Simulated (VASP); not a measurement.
Here is a VASP 6.6.1 calculation.

The input INCAR:

```
SYSTEM = BN
ALGO = Normal ; EDIFF = 1E-6
ENCUT = 520 ; ISIF = 2
ISMEAR = -1 ; LASPH = .True.
LCHARG = .False. ; LREAL = .False.
LWAVE = .False. ; NBANDS = 11
NELM = 100 ; PREC = Accurate
SIGMA = 0.05
```

Contents of KPOINTS:

```
k-points
0
Gamma
  13 13 9
  0 0 0
```

The input POSCAR:

```
BN
1.0
    2.5246509505      0.0000000000      0.0000000000
   -1.2549673680      2.1906435874      0.0000000000
   -0.6348417913     -1.0953217937      3.0425574046
N B
1 1
Direct
    0.6685060000      0.3323850000      0.9849990000
    0.9796430000      0.9834990000      0.0018060000
```

Potentials or basis: VASP PAW LDA potentials, release 64 (N, B).

Launch:

```console
$ cat potpaw_LDA.64/N/POTCAR potpaw_LDA.64/B/POTCAR > POTCAR
$ mpirun -np 1 vasp_std > vasp.out
```

Problem. What does it give for the largest force?

Solution. 2.580 eV/Å.

Problem. Predict the band gap on the k mesh.

Solution. 2.64 eV (least direct gap 4.35 eV).

Stress tensor (GPa, compression positive):
```
-19.08  -4.12   0.49
 -4.12  -9.13   1.11
  0.49   1.11   2.68
```

Caveat: the cell stands under tension; an odd mesh through Γ misses points on the zone boundary, where band edges can lie; forces of over 1 eV/Å act on the atoms, so gaps and moduli don't describe the material at rest.
